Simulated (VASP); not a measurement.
A run of VASP 6.6.1:

File INCAR:

```
PREC = Accurate
ENCUT = 520
EDIFF = 1E-6
ISMEAR = 1
SIGMA = 0.25
LREAL = False
LASPH = True
NELM = 80
ALGO = Normal
ISIF = 2
LWAVE = False
LCHARG = False
GGA = PS
NBANDS = 26
```

Contents of KPOINTS:

```
Automatic mesh
0
Gamma
  4 4 4
```

Contents of POSCAR:

```
AlPt3C
1.0
    4.1851500000      0.0000000000      0.0000000000
    0.0000000000      4.1851500000      0.0000000000
    0.0000000000      0.0000000000      4.1851500000
Al Pt C
1 3 1
Direct
    0.0000000000      0.0000000000      0.0000000000
    0.0000000000      0.5000000000      0.5000000000
    0.5000000000      0.0000000000      0.5000000000
    0.5000000000      0.5000000000      0.0000000000
    0.5000000000      0.5000000000      0.5000000000
```

Potentials or basis: VASP PAW PBE potentials, release 64 (Al, Pt, C).

Launch:

```sh
$ cat potpaw_PBE.64/Al/POTCAR potpaw_PBE.64/Pt/POTCAR potpaw_PBE.64/C/POTCAR > POTCAR
$ mpirun -np 1 vasp_std > vasp.out
```

Hardware: 1 thread of AMD EPYC 7R13, on a shared host.

Task: Estimate the wall time of this run.

Result: It took 32 s on 1 thread of AMD EPYC 7R13, with other jobs on the host, peak memory 0.15 GiB. Counts: scf iterations 14, k points 10.
